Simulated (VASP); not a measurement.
# LiB7: single point with PBE

The system is LiB7.

```
Li B
1.0
     3.64652    0.00000    0.00000
    -1.82326    3.15798    0.00000
     0.00000    0.00000    6.70595
Li B
1 7
Direct
  0.66667 0.33333 0.50000
  0.00000 0.00000 0.66667
  0.00000 0.00000 0.00000
  0.00000 0.00000 0.33333
  0.33333 0.66667 0.83333
  0.33333 0.66667 0.16667
  0.66667 0.33333 0.83333
  0.66667 0.33333 0.16667
```

| Quantity | Value |
| --- | --- |
| Program | VASP 6.6.1 |
| Task | single point |
| Functional | PBE |
| Potentials or basis | VASP PAW PBE potentials, release 64 (Li_sv, B) |
| Cutoff | 520 eV |
| k mesh | 6 × 6 × 4 |
| Occupations | gaussian, width 0.1 eV |
| Spin | no spin polarisation |
| Dipole correction | no |
| Further INCAR settings | ALGO = Normal; EDIFF = 1e-06; NBANDS = 22 |

The largest force is 1.679 eV/Å and the band gap on the k mesh is zero (band 12 reaches 5.84 eV, above the bottom of band 13 at 4.23 eV).

Forces on the atoms (eV/Å):
```
Li   0.000  0.000  0.000
B    0.000  0.000  1.679
B    0.000  0.000  0.000
B    0.000  0.000 -1.679
B    0.000  0.000  0.023
B    0.000  0.000 -0.023
B    0.000  0.000  0.657
B    0.000  0.000 -0.657
```

Levels at points of the mesh, in eV from the Fermi level:
| k point | band 9 | band 10 | band 11 | band 12 | band 13 | band 14 | band 15 | band 16 |
| --- | --- | --- | --- | --- | --- | --- | --- | --- |
| (0.00, 0.00, 0.00) | -2.34 | -1.89 | -0.69 | -0.69 | -0.64 | -0.29 | 0.31 | 0.31 |
| (0.50, 0.00, 0.00) | -3.45 | -3.39 | -1.23 | -0.89 | 0.11 | 0.47 | 1.45 | 2.44 |
| (0.00, 0.00, 0.50) | -2.11 | -0.87 | -0.87 | -0.65 | -0.65 | -0.65 | -0.30 | 0.49 |
| (0.50, 0.00, 0.50) | -3.87 | -3.83 | -3.11 | -1.25 | -0.42 | 1.63 | 1.99 | 2.18 |

Run time: 22 s on 1 thread of AMD EPYC 9R45 96-Core Processor (Zen 5), with other jobs on the host, peak memory 0.15 GiB.

Caveat: forces of over 1 eV/Å act on the atoms, so gaps and moduli don't describe the material at rest.
